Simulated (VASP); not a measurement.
Here is a VASP 6.6.1 calculation.

INCAR

```
PREC = Accurate
ENCUT = 520
EDIFF = 1E-6
ISMEAR = 0
SIGMA = 0.1
LREAL = False
LASPH = True
NELM = 120
ALGO = Normal
ISIF = 2
LWAVE = False
LCHARG = False
LDIPOL = True
IDIPOL = 3
DIPOL = 0.5 0.5 0.283
GGA = PE
IVDW = 12
NBANDS = 38
GGA_COMPAT = False
NELMDL = -8
```

Contents of KPOINTS:

```
regular mesh
0
Gamma
  6 6 1
```

The input POSCAR:

```
As
1.0
    3.5939727413     -0.0000002760      0.0000000000
   -1.7969861317      3.1124718325      0.0000000000
    0.0000000000      0.0000000000     35.3725712000
As
4
Direct
    0.6666666667      0.3333333333      0.2413809950
    0.3333333333      0.6666666667      0.2020912988
    0.6666666667      0.3333333333      0.3633185462
    0.3333333333      0.6666666667      0.3240288500
```

Potentials or basis: VASP PAW PBE potentials, release 64 (As_d).

Run with:

```sh
$ cat potpaw_PBE.64/As_d/POTCAR > POTCAR
$ mpirun -np 1 vasp_std > vasp.out
```

**Question.** What does it give for the band gap on the k mesh?

**Answer.** 0.75 eV, indirect (least direct gap 1.46 eV).

**Question.** Predict the largest force.

**Answer.** 0.015 eV/Å.

**Question.** Predict the dispersion energy per atom.

**Answer.** -0.283 eV.

Forces in eV/Å, atoms in the order of the input:
```
As   0.000  0.000 -0.009
As   0.000  0.000 -0.015
As   0.000  0.000  0.015
As   0.000  0.000  0.009
```
